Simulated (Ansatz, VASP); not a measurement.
**Two plane-wave programs on Si**

```
Si
1.0
     3.84386    0.00000    0.00000
    -1.92193    3.32888    0.00000
     0.00000    0.00000    6.31537
Si
4
Direct
  0.33333 0.66667 0.99956
  0.66667 0.33333 0.49956
  0.33333 0.66667 0.37444
  0.66667 0.33333 0.87444
```

Change from the starting cell: strained cell.

Alike in both runs: functional PBEsol; k mesh 9 × 9 × 6; occupations gaussian, width 0.01 eV; no spin polarisation.

Ansatz relaxed the structure, and its values are those at the end. VASP's run is a single point on that final structure, the one shown.

```csv
,VASP,Ansatz
version,VASP 6.6.1,Ansatz 0.2.0
potentials or method,"VASP PAW PBE potentials, release 64 (Si), cutoff 520 eV","scalar-relativistic, plane waves, PAW"
valence electrons in the cell,16,16
```

|  | VASP | Ansatz | Ansatz less VASP |
| --- | --- | --- | --- |
| gap on the k mesh at the Fermi level (eV) | 0.33 | 0.33 | +0.007 |
| least direct gap on the mesh (eV) | 0.88 | 0.88 | 0.000 |
| pressure (GPa) | -0.7 | -0.8 | -0.11 |

VASP's potentials were made for PBE, not for PBEsol, and Ansatz warns of the same on its side. The functional is the same, so the differences come from potentials, cutoffs and numerics. Ansatz's warnings: stress scf threshold loose.
